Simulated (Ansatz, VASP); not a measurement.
# One calculation of AlN, two programs

INCAR

```
SYSTEM = AlN
ALGO     = Normal         ! electronic algorithm
EDIFF    = 1E-7           ! SCF threshold, eV
ENCUT    = 520            ! plane-wave cutoff, eV
GGA      = PS             ! functional
ISIF     = 2              ! what is computed and relaxed
ISMEAR   = 0              ! smearing method
LASPH    = .True.         ! aspherical terms in the spheres
LCHARG   = .True.         ! write CHGCAR
LELF     = .True.         ! ELF
LREAL    = .False.        ! projectors in reciprocal space
LVHAR    = .True.       
LWAVE    = .False.        ! write WAVECAR
NBANDS   = 11             ! bands
NELM     = 60             ! most SCF steps
PREC     = Accurate       ! precision mode
SIGMA    = 0.05           ! smearing width, eV
```

The input KPOINTS:

```
k-points
0
Gamma
  14 14 14
  0 0 0
```

Contents of POSCAR:

```
AlN
1.0
    0.0000000000      2.0492310490      2.0492310490
    2.0492310490      0.0000000000      2.0492310490
    2.0492310490      2.0492310490      0.0000000000
Al N
1 1
Direct
    0.0000000000      0.0000000000      0.0000000000
    0.5000000000      0.5000000000      0.5000000000
```

Input for Ansatz:

```yaml
crystal:
  lattice:
    - [0.0, 2.049231049, 2.049231049]
    - [2.049231049, 0.0, 2.049231049]
    - [2.049231049, 2.049231049, 0.0]
  atoms:
    - { symbol: Al, position: [0.0, 0.0, 0.0] }
    - { symbol: "N", position: [0.5, 0.5, 0.5] }
basis:
  ecutwfc: 420
  ecutrho_ratio: 4
kpoints:
  mp_grid: { grid: [14, 14, 14] }
hamiltonian:
  xc: pbesol
scf:
  occupations: { method: gaussian, width: 0.05 }
output:
  forces: true
  stress: true
  eigenvalues: true
```

Alike in both runs: task single point; functional PBEsol; k mesh 14 × 14 × 14; occupations gaussian, width 0.05 eV; no spin polarisation.

|  | VASP | Ansatz |
| --- | --- | --- |
| version | VASP 6.6.1 | Ansatz 0.2.0 |
| potentials or method | VASP PAW PBE potentials, release 64 (Al, N), cutoff 520 eV | scalar-relativistic, plane waves, PAW |
| valence electrons in the cell | 8 | 8 |

Ansatz gave:

```
gap on the k mesh at the Fermi level (eV) : 4.18
least direct gap on the mesh (eV)         : 5.08
pressure (GPa)                            : -9.5
```

**Question.** Which values does VASP return?

**Answer.** gap on the k mesh at the Fermi level (eV): 4.17; least direct gap on the mesh (eV): 5.10; pressure (GPa): -9.6.

VASP's potentials were made for PBE, not for PBEsol.
